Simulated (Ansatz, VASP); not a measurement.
# Two plane-wave programs on PbS

INCAR

```
SYSTEM = PbS
PREC = Accurate
ENCUT = 520
EDIFF = 1E-7
ISMEAR = -1
SIGMA = 0.02
LREAL = .FALSE.
LASPH = .TRUE.
NELM = 60
ALGO = Normal
ISIF = 2
LWAVE = .FALSE.
LCHARG = .FALSE.
GGA = PE
NBANDS = 17
```

KPOINTS

```
Automatic mesh
0
G
  6 6 6
  0 0 0
```

Contents of POSCAR:

```
PbS
1.0
    3.6880977856      0.0000000000      0.0000000000
    0.0000000000      3.6880977856      0.0000000000
    0.0000000000      0.0000000000      3.6880977856
Pb S
1 1
Direct
    0.0000000000      0.0000000000      0.0000000000
    0.5000000000      0.5000000000      0.5000000000
```

Input for Ansatz:

```yaml
crystal:
  lattice:
    - [3.6880977856, 0.0, 0.0]
    - [0.0, 3.6880977856, 0.0]
    - [0.0, 0.0, 3.6880977856]
  atoms:
    - { symbol: Pb, position: [0.0, 0.0, 0.0] }
    - { symbol: S, position: [0.5, 0.5, 0.5] }
kpoints:
  mp_grid: { grid: [6, 6, 6] }
hamiltonian:
  xc: pbe
scf:
  occupations: { method: fermi_dirac, width: 0.02 }
  n_extra_bands: 4
output:
  forces: true
  stress: true
  eigenvalues: true
```

Alike in both runs: task single point; functional PBE; k mesh 6 × 6 × 6; occupations fermi-dirac, width 0.02 eV; no spin polarisation.

|  | VASP | Ansatz |
| --- | --- | --- |
| version | VASP 6.6.1 | Ansatz 0.2.0 |
| potentials or method | VASP PAW PBE potentials, release 64 (Pb_d, S) | plane waves, PAW |
| plane-wave cutoff (eV) | 520 | 420 |
| valence electrons in the cell | 20 | 20 |

|  | VASP | Ansatz | Ansatz less VASP |
| --- | --- | --- | --- |
| pressure (GPa) | -1.6 | -1.5 | +0.07 |

Spin-orbit coupling is off throughout.
